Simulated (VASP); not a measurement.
# FeCo: single point with LDA

FeCo:

```
Fe Co
1.0
     2.74685    0.00000    0.00000
     0.00000    2.74685    0.00000
     0.00000    0.00000    2.74685
Fe Co
1 1
Direct
  0.50000 0.50000 0.50000
  0.00000 0.00000 0.00000
```

```
Program                : VASP 6.6.1
Task                   : single point
Functional             : LDA
Potentials or basis    : VASP PAW LDA potentials, release 64 (Fe_sv, Co_sv)
Cutoff                 : 690 eV
k mesh                 : 16 × 16 × 16
Occupations            : gaussian, width 0.05 eV
Spin                   : collinear spin, ferromagnetic start
Starting moments       : [2.86, 1.94] μB
Dipole correction      : no
Further INCAR settings : ALGO = Normal; EDIFF = 1e-06; NBANDS = 28
```

```yaml
Pressure: 3.3 GPa
Net_moment: 4.26 μB per cell
Site_moments: Fe +2.48; Co +1.73 μB
Valence_electrons_inside_the_program's_atomic_spheres: Fe 13.78; Co 15.14
```

Levels at points of the mesh, in eV from the Fermi level:
Spin up:
| k point | band 16 | band 17 | band 18 | band 19 | band 20 | band 21 | band 22 | band 23 |
| --- | --- | --- | --- | --- | --- | --- | --- | --- |
| (0.00, 0.00, 0.00) | -1.61 | -0.43 | -0.43 | -0.43 | 9.77 | 9.77 | 9.77 | 15.94 |
| (0.50, 0.00, 0.00) | -2.54 | -1.91 | -1.67 | -0.50 | 0.01 | 17.29 | 17.29 | 17.47 |
| (0.50, 0.50, 0.00) | -1.17 | -0.19 | -0.19 | -0.14 | -0.14 | 7.19 | 7.41 | 18.45 |
| (0.50, 0.50, 0.50) | -1.59 | -1.12 | -1.12 | 8.45 | 8.45 | 8.45 | 8.57 | 8.57 |
Spin down:
```tsv
k point	band 11	band 12	band 13	band 14	band 15	band 16	band 17	band 18
(0.00, 0.00, 0.00)	-4.23	-1.35	-1.35	-1.35	0.64	0.64	1.72	1.72
(0.50, 0.00, 0.00)	-2.18	-1.59	-1.24	-1.24	-0.44	-0.44	-0.38	0.66
(0.50, 0.50, 0.00)	-2.66	-2.66	0.17	0.17	0.37	0.39	0.75	1.43
(0.50, 0.50, 0.50)	-2.89	-2.56	-2.56	-2.56	0.43	0.43	1.48	1.48
```

Run time: 2.1 min on 1 thread of Intel(R) Xeon(R) Platinum 8259CL CPU @ 2.50GHz (Skylake/Cascade Lake) (shared host), peak memory 0.3 GiB.

Caveat: the cell stands under pressure.
